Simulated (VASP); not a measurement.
# SnGe3N (Pm-3m) in VASP: notebook

Runs on SnGe3N. Level: PBE. Tasks: single point, relaxation of cell and atoms.

All numbers are computed with VASP 6.6.1; they aren't measurements. Logs are shortened: lines on timing, memory, paths and dates and some standing lists are left out, and cuts for length are marked.

### 1 The cell of the first run

Symmetry: Pm-3m, No. 221, cubic system. The conventional cell has a = 5.262 Å, b = 5.262 Å, c = 5.262 Å, α = 90.00°, β = 90.00°, γ = 90.00°. Within 3.5 Å of Sn (site symmetry m-3m) lie 6 Ge at 2.63 Å. Within 3.5 Å of Ge (site symmetry 4/mmm) lie 2 Sn at 2.63 Å. N (site symmetry m-3m) has 12 Ge at 3.72 Å and 8 Sn at 4.56 Å within 4.9 Å.

### 2 Single point, PBE

Input file INCAR:

```
SYSTEM = SnGe3N
PREC = Accurate
ENCUT = 520
EDIFF = 1E-6
ISMEAR = -1
SIGMA = 0.15
LREAL = .FALSE.
LASPH = .TRUE.
NELM = 80
ALGO = Normal
ISIF = 2
LWAVE = .FALSE.
LCHARG = .FALSE.
GGA = PE
NBANDS = 38
```

Input file KPOINTS:

```
Automatic mesh
0
G
  8 8 8
  0 0 0
```

Input file POSCAR:

```
SnGe3N
1.0
    5.2622900258      0.0000000000      0.0000000000
    0.0000000000      5.2622900258      0.0000000000
    0.0000000000      0.0000000000      5.2622900258
Sn Ge N
1 3 1
Direct
    0.5000000000      0.5000000000      0.5000000000
    0.0000000000      0.5000000000      0.5000000000
    0.5000000000      0.0000000000      0.5000000000
    0.5000000000      0.5000000000      0.0000000000
    0.0000000000      0.0000000000      0.0000000000
```

Potentials or basis: VASP PAW PBE potentials, release 64 (Sn_d, Ge_d, N).

Run with:

```sh
$ cat potpaw_PBE.64/Sn_d/POTCAR potpaw_PBE.64/Ge_d/POTCAR potpaw_PBE.64/N/POTCAR > POTCAR
$ mpirun -np 1 vasp_std > vasp.out
```

OUTCAR:

```text
SYSTEM = SnGe3N
   PREC = Accurate
   ENCUT = 520
   EDIFF = 1E-6
   ISMEAR = -1
   LREAL = .FALSE.
   LASPH = .TRUE.
   NELM = 80
   ISIF = 2
   GGA = PE

 ion  position               nearest neighbor table
   1  0.500  0.500  0.500-   2 2.63   3 2.63   4 2.63   4 2.63   3 2.63   2 2.63
   2  0.000  0.500  0.500-   1 2.63   1 2.63
   3  0.500  0.000  0.500-   1 2.63   1 2.63
   4  0.500  0.500  0.000-   1 2.63   1 2.63
   5  0.000  0.000  0.000-

  LATTYP: Found a simple cubic cell.
 ALAT       =     5.2622900258

  Lattice vectors:

 A1 = (   5.2622900258,   0.0000000000,   0.0000000000)
 A2 = (   0.0000000000,   5.2622900258,   0.0000000000)
 A3 = (   0.0000000000,   0.0000000000,   5.2622900258)

Analysis of symmetry for initial positions (statically):
=====================================================================
 Subroutine PRICEL returns:
 Original cell was already a primitive cell.

 Routine SETGRP: Setting up the symmetry group for a
 simple cubic supercell.

 Subroutine GETGRP returns: Found 48 space group operations
 (whereof 48 operations were pure point group operations)
 out of a pool of 48 trial point group operations.

The static configuration has the point symmetry O_h .

Analysis of symmetry for dynamics (positions and initial velocities):
=====================================================================
 Subroutine PRICEL returns:
 Original cell was already a primitive cell.

 Routine SETGRP: Setting up the symmetry group for a
 simple cubic supercell.

 Subroutine GETGRP returns: Found 48 space group operations
 (whereof 48 operations were pure point group operations)
 out of a pool of 48 trial point group operations.

The dynamic configuration has the point symmetry O_h .

 Subroutine INISYM returns: Found 48 space group operations
 (whereof 48 operations are pure point group operations),
 and found     1 'primitive' translations

----------------------------------------------------------------------------------------

                                     Primitive cell

  volume of cell :     145.7217

  direct lattice vectors                    reciprocal lattice vectors
     5.262290026  0.000000000  0.000000000     0.190031335  0.000000000  0.000000000
     0.000000000  5.262290026  0.000000000     0.000000000  0.190031335  0.000000000
     0.000000000  0.000000000  5.262290026     0.000000000  0.000000000  0.190031335

  length of vectors
     5.262290026  5.262290026  5.262290026     0.190031335  0.190031335  0.190031335

  position of ions in fractional coordinates (direct lattice)
     0.500000000  0.500000000  0.500000000
     0.000000000  0.500000000  0.500000000
     0.500000000  0.000000000  0.500000000
     0.500000000  0.500000000  0.000000000
     0.000000000  0.000000000  0.000000000

  ion indices of the primitive-cell ions
   primitive index   ion index
                 1           1
                 2           2
                 3           3
                 4           4
                 5           5

----------------------------------------------------------------------------------------

 KPOINTS: Automatic mesh

Automatic generation of k-mesh.
 Grid dimensions read from file:
 generate k-points for:    8    8    8

 Generating k-lattice:

  Cartesian coordinates                     Fractional coordinates (reciprocal lattice)
     0.023753917  0.000000000  0.000000000     0.125000000  0.000000000  0.000000000
     0.000000000  0.023753917  0.000000000     0.000000000  0.125000000  0.000000000
     0.000000000  0.000000000  0.023753917     0.000000000  0.000000000  0.125000000

  Length of vectors
     0.023753917  0.023753917  0.023753917

  Shift w.r.t. Gamma in fractional coordinates (k-lattice)
     0.000000000  0.000000000  0.000000000

 Subroutine IBZKPT returns following result:
 ===========================================

 Found     35 irreducible k-points:

 Following reciprocal coordinates:
            Coordinates               Weight
  0.000000  0.000000  0.000000      1.000000
  0.125000  0.000000  0.000000      6.000000
  0.250000  0.000000  0.000000      6.000000
  0.375000  0.000000  0.000000      6.000000
  0.500000  0.000000  0.000000      3.000000
  0.125000  0.125000  0.000000     12.000000
[... 16 lines left out ...]
  0.375000  0.375000  0.125000     24.000000
  0.500000  0.375000  0.125000     24.000000
 [... further k-points ...]
   k-points           NKPTS =     35   k-points in BZ     NKDIM =     35   number of bands    NBANDS=     38
   number of dos      NEDOS =    301   number of ions     NIONS =      5
   total plane-waves  NPLWV =  64000
   dimension x,y,z NGX =    40 NGY =   40 NGZ =   40
   dimension x,y,z NGXF=    80 NGYF=   80 NGZF=   80
   ions per type =               1   3   1
   NGX,Y,Z   is equivalent  to a cutoff of  12.64, 12.64, 12.64 a.u.
   NGXF,Y,Z  is equivalent  to a cutoff of  25.27, 25.27, 25.27 a.u.
 SYSTEM =  SnGe3N
   PREC   = accura    normal or accurate (medium, high low for compatibility)
   ISTART =      0    job   : 0-new  1-cont  2-samecut
   ICHARG =      2    charge: 1-file 2-atom 10-const
   ISPIN  =      1    spin polarized calculation?
   LNONCOLLINEAR =      F non collinear calculations
   LSORBIT =      F    spin-orbit coupling
   LASPH  =      T    aspherical Exc in radial PAW
   ENCUT  =  520.0 eV  38.22 Ry    6.18 a.u.   9.78  9.78  9.78*2*pi/ulx,y,z
   NELM   =     80;   NELMIN=  2; NELMDL= -5     # of ELM steps
   EDIFF  = 0.1E-05   stopping-criterion for ELM
   LREAL  =      F    real-space projection
   EDIFFG = 0.1E-04   stopping-criterion for IOM
   NSW    =      0    number of steps for IOM
   IBRION =     -1    ionic relax: 0-MD 1-quasi-New 2-CG
   NFREE  =      0    steps in history (QN), initial steepest desc. (CG)
   ISIF   =      2    stress and relaxation
   ISYM   =      2    0-nonsym 1-usesym 2-fastsym
   POTIM  = 0.5000    time-step for ionic-motion
   TEBEG  =    0.0;   TEEND  =   0.0 temperature during run
   PSTRESS=    0.0 pullay stress
   NELECT =      61.0000    total number of electrons
   NUPDOWN=      -1.0000    fix difference up-down
   EMIN   =  10.00;   EMAX   =-10.00  energy-range for DOS
   EFERMI =   0.00;   METHOD = LEGACY
   ISMEAR =    -1;   SIGMA  =   0.15  broadening in eV -4-tet -1-fermi 0-gaus
   EFERMI_NEDOS =   21; number of points for ismear=-14 and -15
   IALGO  =     38    algorithm
   IMIX   =      4    mixing-type and parameters
     AMIX     =   0.40;   BMIX     =  1.00
     AMIX_MAG =   1.60;   BMIX_MAG =  1.00
  volume/ion in A,a.u.               =      29.14       196.68
  Fermi-wavevector in a.u.,A,eV,Ry     =   1.224644  2.314242 20.405390  1.499754
  Thomas-Fermi vector in A             =   2.359711
   LORBIT       =      0    0 simple, 1 ext, 2 COOP (PROOUT), +10 PAW based schemes
   GGA     = PE    functional components
   LHFCALC =     F    Hartree Fock is set to
   AEXX    =    0.0000 exact exchange contribution
   IVDW    =     0    specifies the selected vdW correction
   LEPSILON=     F    determine dielectric tensor
   LRPA    =     F    only Hartree local field effects (RPA)
 non-spin polarized calculation
  energy-cutoff  :      520.00
  volume of cell :      145.72
 maximum number of plane-waves:      3952
 NGX is ok and might be reduce to    40
   NGX = 19   NGY = 19   NGZ = 19

 number of electron      61.0000054 magnetization

 Free energy of the ion-electron system (eV)
  ---------------------------------------------------
  ext. energy  EPLUGINS =         0.00000000
  ---------------------------------------------------
  free energy    TOTEN  =       -15.81174260 eV

  energy without entropy =      -15.50769521  energy(sigma->0) =      -15.65971890

 E-fermi :   2.4839     XC(G=0):  -8.6778

 val. band max:        2.4680197464   @ k =   0.2500   0.1250   0.1250
 cond. band min:       2.5282597867   @ k =   0.3750   0.3750   0.3750
 fundamental gap:      0.0602400403
 Fermi energy:         2.4839200595

 k-point     1 :       0.0000    0.0000    0.0000
  band No.  band energies     occupation
      1     -22.6780      2.00000
      2     -22.6780      2.00000
      3     -22.6727      2.00000
      4     -22.6727      2.00000
      5     -22.6727      2.00000
      6     -22.6700      2.00000
[... 30 lines left out ...]
     37       4.5297      0.00000
     38       7.9537      0.00000

 k-point     2 :       0.1250    0.0000    0.0000
  band No.  band energies     occupation
      1     -22.6780      2.00000
      2     -22.6777      2.00000
      3     -22.6727      2.00000
      4     -22.6727      2.00000
      5     -22.6727      2.00000
      6     -22.6703      2.00000
[... 30 lines left out ...]
     37       4.4218      0.00000
     38       8.0014      0.00000

 k-point     3 :       0.2500    0.0000    0.0000
  band No.  band energies     occupation
      1     -22.6779      2.00000
      2     -22.6769      2.00000
      3     -22.6727      2.00000
      4     -22.6727      2.00000
      5     -22.6726      2.00000
      6     -22.6710      2.00000
[... 30 lines left out ...]
     37       4.2113      0.00002
     38       8.1297      0.00000

 k-point     4 :       0.3750    0.0000    0.0000
  band No.  band energies     occupation
      1     -22.6778      2.00000
      2     -22.6758      2.00000
      3     -22.6726      2.00000
      4     -22.6726      2.00000
      5     -22.6725      2.00000
      6     -22.6720      2.00000
[... 30 lines left out ...]
     37       4.4383      0.00000
     38       7.9246      0.00000
[... 703 lines left out ...]
      4     -22.6735      2.00000
      5     -22.6723      2.00000
      6     -22.6715      2.00000
[... 30 lines left out ...]
     37       5.7686      0.00000
     38       6.4863      0.00000

 k-point    23 :       0.3750    0.3750    0.1250
  band No.  band energies     occupation
      1     -22.6763      2.00000
      2     -22.6757      2.00000
      3     -22.6741      2.00000
      4     -22.6737      2.00000
      5     -22.6722      2.00000
      6     -22.6713      2.00000
[... 30 lines left out ...]
     37       5.1351      0.00000
     38       7.5429      0.00000

 k-point    24 :       0.5000    0.3750    0.1250
  band No.  band energies     occupation
      1     -22.6762      2.00000
      2     -22.6754      2.00000
      3     -22.6743      2.00000
      4     -22.6742      2.00000
      5     -22.6722      2.00000
      6     -22.6712      2.00000
[... 30 lines left out ...]
     37       5.9035      0.00000
     38       6.3846      0.00000

 [... further k-points ...]
[... 5 lines left out ...]
  --------------------------------------------------------------------------------------
  -------------------------------------------------------------------------------------
  Total       -0.0178904     -0.0178904     -0.0178904      0.0000000     -0.0000000      0.0000000
  in kB       -0.1967004     -0.1967004     -0.1967004      0.0000000     -0.0000000      0.0000000
  external PRESSURE =      -0.1967004 kB  Pullay stress =       0.0000000 kB

 VOLUME and BASIS-vectors are now :
 -----------------------------------------------------------------------------
  energy-cutoff  :      520.00
  volume of cell :      145.72
      direct lattice vectors                 reciprocal lattice vectors
     5.262290026  0.000000000  0.000000000     0.190031335  0.000000000  0.000000000
     0.000000000  5.262290026  0.000000000     0.000000000  0.190031335  0.000000000
     0.000000000  0.000000000  5.262290026     0.000000000  0.000000000  0.190031335

 POSITION                                       TOTAL-FORCE (eV/Angst)
 -----------------------------------------------------------------------------------
      2.63115      2.63115      2.63115         0.000000      0.000000      0.000000
      0.00000      2.63115      2.63115         0.000000      0.000000      0.000000
      2.63115      0.00000      2.63115         0.000000      0.000000      0.000000
      2.63115      2.63115      0.00000         0.000000      0.000000      0.000000
      0.00000      0.00000      0.00000         0.000000      0.000000      0.000000
 -----------------------------------------------------------------------------------
    total drift:                               -0.000000      0.000000     -0.000000

  FREE ENERGIE OF THE ION-ELECTRON SYSTEM (eV)
  ---------------------------------------------------
  free  energy   TOTEN  =       -15.8117425955 eV

  energy  without entropy=      -15.5076952106  energy(sigma->0) =      -15.65971890
```

Run time: 7.3 min. Hardware: 1 thread of Intel Xeon 8259CL, shared host; peak memory 0.35 GiB.

Results:

- Free energy: -15.8117 eV
- Pressure: 0.0 GPa
- Band gap on the k mesh: zero (an odd number of electrons rules out a gap without spin polarisation)

Caveat: spin-orbit coupling is left out, which moves the levels of the heavy elements; an odd number of electrons without spin polarisation forces a metal; a magnetic or distorted state may lie lower.

### 3 Relaxation of cell and atoms, PBE

This run uses another cell than the first one, of 28.98 Å³/atom.

Input file INCAR:

```
SYSTEM = SnGe3N
PREC = Accurate
ENCUT = 600
EDIFF = 1E-6
ISMEAR = -1
SIGMA = 0.15
LREAL = .False.
LASPH = .True.
NELM = 80
ALGO = Normal
ISIF = 3
LWAVE = .False.
LCHARG = .False.
GGA = PE
IBRION = 2
NSW = 80
EDIFFG = -0.001
```

Input file KPOINTS:

```
regular mesh
0
Gamma
  8 8 8
  0 0 0
```

Changes to POSCAR since step 2:

```diff
@@ -2,5 +2,5 @@
 1.0
-    5.2622900258      0.0000000000      0.0000000000
-    0.0000000000      5.2622900258      0.0000000000
-    0.0000000000      0.0000000000      5.2622900258
+    5.2524259168      0.0000000000      0.0000000000
+    0.0000000000      5.2524259168      0.0000000000
+    0.0000000000      0.0000000000      5.2524259168
 Sn Ge N
```

Potentials or basis: VASP PAW PBE potentials, release 64 (Sn_d, Ge_d, N).

Run with:

```sh
$ cat potpaw_PBE.64/Sn_d/POTCAR potpaw_PBE.64/Ge_d/POTCAR potpaw_PBE.64/N/POTCAR > POTCAR
$ mpirun -np 1 vasp_std > vasp.out
```

Wall time 23 min (1 thread of Intel Xeon 8259CL, shared host); peak memory 0.42 GiB.

Results (log left out):

```
Free energy                           : -15.8124 eV
Relaxed volume                        : 29.11 Å³/atom
Relaxed cell                          : a = 5.260 Å, b = 5.260 Å, c = 5.260 Å, α = 90.00°, β = 90.00°, γ = 90.00°
Space group after relaxing (to 0.1 Å) : Pm-3m (No. 221)
Energy gained by relaxing             : 0.1 meV/atom
Ionic steps                           : 7
Pressure after relaxing               : 0.0 GPa
Band gap on the k mesh                : zero (an odd number of electrons rules out a gap without spin polarisation)
```

The path:
| step | energy change (eV) | largest force (eV/Å) | pressure (GPa) | volume (Å³) |
| --- | --- | --- | --- | --- |
| 1 | 0.0000 | 0.0000 | 0.17 | 144.90 |
| 2 | -0.0004 | 0.0000 | -0.05 | 145.57 |
| 3 | -0.0004 | 0.0000 | 0.08 | 145.48 |
| 4 | -0.0004 | 0.0000 | 0.04 | 145.53 |
| 5 | -0.0004 | 0.0000 | 0.02 | 145.55 |
| 6 | -0.0004 | 0.0000 | -0.01 | 145.56 |
| 7 | -0.0004 | 0.0000 | 0.00 | 145.55 |

Final structure:
```xyz
5
Lattice="5.2603 0.0000 0.0000 0.0000 5.2603 0.0000 0.0000 0.0000 5.2603" Properties=species:S:1:pos:R:3 pbc="T T T"
Sn    2.6301    2.6301    2.6301
Ge    0.0000    2.6301    2.6301
Ge    2.6301    0.0000    2.6301
Ge    2.6301    2.6301    0.0000
N     0.0000    0.0000    0.0000
```

Levels at points of the mesh, in eV from the Fermi level:
| k point | band 28 | band 29 | band 30 | band 31 | band 32 | band 33 | band 34 | band 35 |
| --- | --- | --- | --- | --- | --- | --- | --- | --- |
| (0.00, 0.00, 0.00) | -2.56 | -0.44 | -0.44 | -0.44 | 1.24 | 1.24 | 1.24 | 2.05 |
| (0.50, 0.00, 0.00) | -0.83 | -0.83 | -0.26 | -0.16 | 0.53 | 0.87 | 0.87 | 1.44 |
| (0.50, 0.50, 0.00) | -0.88 | -0.88 | -0.35 | 0.21 | 0.21 | 0.92 | 0.92 | 1.48 |
| (0.50, 0.50, 0.50) | -2.24 | 0.63 | 0.63 | 0.63 | 1.54 | 1.54 | 3.09 | 3.09 |

Caveat: spin-orbit coupling is left out, which moves the levels of the heavy elements; an odd number of electrons without spin polarisation forces a metal; a magnetic or distorted state may lie lower.

The gap in the log of VASP goes by the Fermi energy; the results here count the filled bands.